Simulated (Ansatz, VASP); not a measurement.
LaNb4O in VASP and in Ansatz

```
La Nb O
1.0
     3.72814    0.00000    0.00000
     0.00000    3.72814    0.00000
     0.00000    0.00000    9.48254
La Nb O
1 4 1
Cartesian
  1.8641 1.8641 0.0000
  0.0000 1.8641 6.0386
  1.8641 0.0000 6.0386
  0.0000 1.8641 3.4439
  1.8641 0.0000 3.4439
  0.0000 0.0000 0.0000
```

Alike in both runs: functional PBE; k mesh 6 × 6 × 2; occupations gaussian, width 0.1 eV; no spin polarisation.

Ansatz relaxed the structure, and its values are those at the end. VASP's run is a single point on that final structure, the one shown.

|  | VASP | Ansatz |
| --- | --- | --- |
| version | VASP 6.6.1 | Ansatz 0.2.0 |
| potentials or method | VASP PAW PBE potentials, release 64 (La, Nb_sv, O), cutoff 520 eV | scalar-relativistic, plane waves, PAW |
| valence electrons in the cell | 69 | 69 |

Ansatz gave:

* gap on the k mesh at the Fermi level (eV): none
* pressure (GPa): 0.0
* rms of the force components (eV/Å): 0.004

Question: What did VASP give for the same quantities?

Answer: gap on the k mesh at the Fermi level (eV): none; pressure (GPa): -0.2; rms of the force components (eV/Å): 0.004.

A gap of «none» marks a metal or a gap that the smearing closes.

Spin-orbit coupling is off throughout.
